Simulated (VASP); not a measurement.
# Ni (P6_3/mmc) in VASP: notebook, part 3 of 3

VASP 6.6.1. The steps go on from the part before.

## Step 6: Single point, PBEsol

This run uses another cell than the first one, of 10.39 Å³/atom, 0.962 times its volume.

INCAR

```
SYSTEM = Ni
PREC     = Accurate       ! precision mode
ENCUT    = 520            ! plane-wave cutoff, eV
EDIFF    = 1E-6           ! SCF threshold, eV
ISMEAR   = -1             ! smearing method
SIGMA    = 0.1            ! smearing width, eV
LREAL    = .False.        ! projectors in reciprocal space
LASPH    = .True.         ! aspherical terms in the spheres
NELM     = 60             ! most SCF steps
ALGO     = Normal         ! electronic algorithm
ISIF     = 2              ! what is computed and relaxed
LWAVE    = .False.        ! write WAVECAR
LCHARG   = .True.         ! write CHGCAR
GGA      = PS             ! functional
LELF     = .True.         ! ELF
LVHAR    = .True.       
NBANDS   = 17             ! bands
```

KPOINTS

```
Automatic mesh
0
Gamma
  24 24 13
  0 0 0
```

POSCAR

```
Ni
1.0
    2.4434674628      0.0000000000      0.0000000000
   -1.2217337314      2.1161048961      0.0000000000
    0.0000000000      0.0000000000      4.0175301701
Ni
2
Direct
    0.3333333333      0.6666666667      0.2500000000
    0.6666666667      0.3333333333      0.7500000000
```

Potentials or basis: VASP PAW PBE potentials, release 64 (Ni).

The run is started by

```bash
$ cat potpaw_PBE.64/Ni/POTCAR > POTCAR
$ mpirun -np 1 vasp_std > vasp.out
```

OUTCAR:

```text
SYSTEM = Ni
   PREC = Accurate
   ENCUT = 520
   EDIFF = 1E-6
   ISMEAR = -1
   LREAL = .False.
   LASPH = .True.
   NELM = 60
   ISIF = 2
   GGA = PS

 ion  position               nearest neighbor table
   1  0.333  0.667  0.250-   2 2.45   2 2.45   2 2.45   2 2.45   2 2.45   2 2.45
   2  0.667  0.333  0.750-   1 2.45   1 2.45   1 2.45   1 2.45   1 2.45   1 2.45

  LATTYP: Found a hexagonal cell.
 ALAT       =     2.4434674628
 C/A-ratio  =     1.6441922110

  Lattice vectors:
[... 192 lines left out ...]
      4       7.7704      2.00000
      5       7.7704      2.00000
      6       8.0658      2.00000
[... 457 lines left out ...]
      4       7.4349      2.00000
      5       7.6933      2.00000
      6       7.7585      2.00000
[... 9 lines left out ...]
     16      23.8139      0.00000
     17      24.8609      0.00000

 [... further k-points ...]
[... 5 lines left out ...]
  --------------------------------------------------------------------------------------
  -------------------------------------------------------------------------------------
  Total        0.0024799      0.0024799     -0.0083165     -0.0000000      0.0000000      0.0000000
  in kB        0.1912703      0.1912703     -0.6414281     -0.0000000      0.0000000      0.0000000
  external PRESSURE =      -0.0862958 kB  Pullay stress =       0.0000000 kB

 VOLUME and BASIS-vectors are now :
 -----------------------------------------------------------------------------
  energy-cutoff  :      520.00
  volume of cell :       20.77
      direct lattice vectors                 reciprocal lattice vectors
     2.443467463  0.000000000  0.000000000     0.409254478  0.236283183  0.000000000
    -1.221733731  2.116104896  0.000000000     0.000000000  0.472566366  0.000000000
     0.000000000  0.000000000  4.017530170     0.000000000  0.000000000  0.248909145

 POSITION                                       TOTAL-FORCE (eV/Angst)
 -----------------------------------------------------------------------------------
     -0.00000      1.41074      1.00438        -0.000000      0.000000      0.000000
      1.22173      0.70537      3.01315         0.000000     -0.000000      0.000000
 -----------------------------------------------------------------------------------
    total drift:                               -0.000000      0.000000     -0.000000

  FREE ENERGIE OF THE ION-ELECTRON SYSTEM (eV)
  ---------------------------------------------------
  free  energy   TOTEN  =       -12.2220662700 eV

  energy  without entropy=      -12.0380147742  energy(sigma->0) =      -12.13004052
```

stdout:

```text
POSCAR found type information on POSCAR Ni
 POSCAR found :  1 types and       2 ions
 scaLAPACK will be used
 -----------------------------------------------------------------------------
|                                                                             |
|                                                                             |
|     You enforced a specific xc type in the INCAR file but a different       |
|     I HOPE YOU KNOW WHAT YOU ARE DOING!                                     |
|                                                                             |
 -----------------------------------------------------------------------------

 LDA part: xc-table for (Slater+PW92), standard interpolation
 POSCAR, INCAR and KPOINTS ok, starting setup
 FFT: planning ... GRIDC
 FFT: planning ... GRID_SOFT
 FFT: planning ... GRID
 WAVECAR not read
 entering main loop
```

It took 71 s on 1 thread of Intel Xeon Platinum 8488C (Sapphire Rapids), shared host; peak memory 0.23 GiB.

Results:

| Property | Result |
| --- | --- |
| Free energy | -12.2221 eV |
| Pressure | 0.0 GPa |
| Band gap on the k mesh | zero (band 10 reaches 9.82 eV, above the bottom of band 11 at 9.28 eV) |

Stress tensor (GPa, compression positive):
```
 0.02  0.00  0.00
 0.00  0.02  0.00
 0.00  0.00 -0.06
```

Levels at points of the mesh, in eV from the Fermi level:
| k point | band 6 | band 7 | band 8 | band 9 | band 10 | band 11 | band 12 | band 13 | band 14 | band 15 |
| --- | --- | --- | --- | --- | --- | --- | --- | --- | --- | --- |
| (0.00, 0.00, 0.00) | -1.66 | -1.66 | -1.20 | -1.20 | -0.38 | -0.17 | -0.17 | 6.24 | 23.13 | 25.49 |
| (0.50, 0.00, 0.00) | -1.96 | -1.64 | -0.04 | 0.02 | 0.09 | 1.61 | 3.54 | 9.78 | 10.38 | 12.97 |

Caveat: the PAW data sets were made with another functional, which shifts forces and pressure a little; the run has no spin polarisation, though such a crystal can be magnetic. Spin polarisation is off, so any magnetic state and its effect on volume and gap are missing.

## Step 7: Single point, PBEsol, collinear spin, ferromagnetic start

This run uses another cell than the first one, of 10.41 Å³/atom, 0.964 times its volume.

INCAR

```
SYSTEM = Ni
PREC = Accurate ; ENCUT = 520
EDIFF = 1E-6 ; ISMEAR = -1
SIGMA = 0.05 ; LREAL = .FALSE.
LASPH = .TRUE. ; NELM = 150
ALGO = Normal ; ISIF = 2
LWAVE = .FALSE. ; LCHARG = .FALSE.
ISPIN = 2 ; MAGMOM = 0.663 0.663
LORBIT = 11 ; LMAXMIX = 4
GGA = PS ; NBANDS = 21
```

KPOINTS

```
regular mesh
0
G
  24 24 13
  0 0 0
```

POSCAR

```
Ni
1.0
    2.4476145418      0.0000000000      0.0000000000
   -1.2238072709      2.1196963718      0.0000000000
    0.0000000000      0.0000000000      4.0142547289
Ni
2
Direct
    0.3333333333      0.6666666667      0.2500000000
    0.6666666667      0.3333333333      0.7500000000
```

The run is started by

```bash
$ cat potpaw_PBE.64/Ni/POTCAR > POTCAR
$ mpirun -np 1 vasp_std > vasp.out
```

It took 4 min on 1 thread of Intel Xeon Platinum 8259CL at 2.50GHz (Skylake/Cascade Lake), shared host; peak memory 0.34 GiB.

The run converged. Its results:

```
Free energy                                           : -12.2351 eV
Pressure                                              : -0.1 GPa
Net moment                                            : 1.25 μB per cell
Site moments                                          : Ni +0.63 μB
Valence electrons inside the program's atomic spheres : Ni 9.40
```

Stress tensor (GPa, compression positive):
```
-0.19  0.00  0.00
 0.00 -0.19  0.00
 0.00  0.00 -0.02
```

Levels at points of the mesh, in eV from the Fermi level:
Spin up:
```
           k point  band 9  band 10  band 11  band 12  band 13  band 14
(0.00, 0.00, 0.00)   -1.73    -0.72    -0.72    -0.50     5.89    22.96
(0.50, 0.00, 0.00)   -0.53    -0.47     1.20     3.16     9.54    10.14
```
Spin down:
```csv
k point,band 7,band 8,band 9,band 10,band 11,band 12
"(0.00, 0.00, 0.00)",-1.49,-1.06,-1.06,-0.52,-0.01,-0.01
"(0.50, 0.00, 0.00)",-1.49,0.15,0.20,0.28,1.68,3.54
```

Caveat: the PAW data sets were made with another functional, which shifts forces and pressure a little.

## Step 8: Overview

```tsv
task	spin	cell	k mesh	cutoff (eV)	smearing	gap on the mesh (eV)	pressure (GPa)
single point	off	a = 2.476, b = 2.476, c = 4.070 Å, angles 90.0, 90.0, 120.0°, 2 atoms	17 × 17 × 9	520	fermi-dirac 0.1 eV	none	-8.1
single point	off	a = 2.507, b = 2.507, c = 4.122 Å, angles 90.0, 90.0, 120.0°, 2 atoms	17 × 17 × 9	520	fermi-dirac 0.1 eV	none	-14.4
single point	off	a = 2.538, b = 2.538, c = 4.172 Å, angles 90.0, 90.0, 120.0°, 2 atoms	17 × 17 × 9	520	fermi-dirac 0.1 eV	none	-19.4
relaxation of cell and atoms	off	relaxed from a = 2.492, b = 2.492, c = 4.069 Å, angles 90.0, 90.0, 120.0°, 2 atoms	14 × 14 × 8	600	fermi-dirac 0.1 eV	none	0.0
single point	off	a = 2.443, b = 2.443, c = 4.018 Å, angles 90.0, 90.0, 120.0°, 2 atoms	24 × 24 × 13	520	fermi-dirac 0.1 eV	none	0.0
single point	collinear, ferromagnetic start	a = 2.448, b = 2.448, c = 4.014 Å, angles 90.0, 90.0, 120.0°, 2 atoms	24 × 24 × 13	520	fermi-dirac 0.05 eV	none	-0.1
```

Alike in all rows: level PBEsol; potentials or basis VASP PAW PBE potentials, release 64 (Ni).

Caveats: the PAW data sets were made with another functional, which shifts forces and pressure a little.

Total energies depend on the potentials used, so only differences within one code and one set of settings carry meaning.
